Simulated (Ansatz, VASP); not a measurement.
# Two plane-wave programs on C

```
CELL_PARAMETERS angstrom
2.12732 -1.22828 0.00000
2.12732 1.22828 0.00000
-1.37907 0.00000 3.50283
ATOMIC_POSITIONS crystal
C 0.16664 0.16664 0.99991
C 0.83336 0.83336 0.00009
```

Alike in both runs: task single point; functional r2SCAN-based global hybrid; k mesh 7 × 7 × 4; occupations fermi-dirac, width 0.05 eV; no spin polarisation.

|  | VASP | Ansatz |
| --- | --- | --- |
| version | VASP 6.6.1 | Ansatz 0.2.0 |
| potentials or method | VASP PAW PBE potentials, release 64 (C) | Ansatz PAW |
| plane-wave cutoff (eV) | 520 | 500 |
| valence electrons in the cell | 8 | 8 |

```csv
,VASP,Ansatz,Ansatz less VASP
gap on the k mesh at the Fermi level (eV),4.03,3.94,-0.091
least direct gap on the mesh (eV),4.04,3.95,-0.091
pressure (GPa),-5.6,-6.2,-0.61
"traceless stress, the component that is largest in VASP (GPa)",5.85,6.73,+0.874
rms of the force components (eV/Å),0.009,0.009,+0.0002
```

VASP's potentials were made for PBE, not for r2SCAN-based global hybrid. Atom by atom the forces differ by 0.000 eV/Å (rms over components). With one functional, cell and mesh, what is left measures potentials, basis and numerics.

The k mesh is coarse, so the values compare programs but aren't converged. Noted on Ansatz's run: odd divisions of the mesh miss points on the zone boundary, where band edges often lie, so the gap on the mesh can be too wide.
